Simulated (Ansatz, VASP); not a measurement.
**Al in VASP and in Ansatz**

Contents of INCAR:

```
SYSTEM = Al
ALGO = Normal
EDIFF = 1E-6
ENCUT = 500
GGA = PE
GGA_COMPAT = .FALSE.
ISIF = 2
ISMEAR = 0
LASPH = .TRUE.
LCHARG = .FALSE.
LREAL = .FALSE.
LWAVE = .FALSE.
NBANDS = 8
NELM = 120
PREC = Accurate
SIGMA = 0.1
```

The input KPOINTS:

```
k-points
0
G
  18 18 18
  0 0 0
```

File POSCAR:

```
Al
1.0
    0.0000000000      1.9793292421      1.9793292421
    1.9793292421      0.0000000000      1.9793292421
    1.9793292421      1.9793292421      0.0000000000
Al
1
Direct
    0.0000000000      0.0000000000      0.0000000000
```

Input for Ansatz:

```yaml
crystal:
  lattice:
    - [0.0, 1.9793292421, 1.9793292421]
    - [1.9793292421, 0.0, 1.9793292421]
    - [1.9793292421, 1.9793292421, 0.0]
  atoms:
    - { symbol: Al, position: [0.0, 0.0, 0.0] }
basis:
  ecutwfc: 600.0
kpoints:
  mp_grid: { grid: [18, 18, 18] }
hamiltonian:
  xc: pbe
  pseudopotentials: { kind: paw }
scf:
  occupations: { method: gaussian, width: 0.1 }
output:
  forces: true
  stress: true
  eigenvalues: true
```

Alike in both runs: task single point; functional PBE; k mesh 18 × 18 × 18; occupations gaussian, width 0.1 eV; no spin polarisation.

|  | VASP | Ansatz |
| --- | --- | --- |
| version | VASP 6.6.1 | Ansatz 0.2.0 |
| potentials or method | VASP PAW PBE potentials, release 64 (Al), cutoff 500 eV | scalar-relativistic, plane waves, PAW |
| valence electrons in the cell | 3 | 3 |

|  | VASP | Ansatz | Ansatz less VASP |
| --- | --- | --- | --- |
| gap on the k mesh at the Fermi level (eV) | none | none | - |
| pressure (GPa) | 5.4 | 5.4 | +0.03 |

A gap of «none» marks a metal or a gap that the smearing closes. With one functional, cell and mesh, what is left measures potentials, basis and numerics.
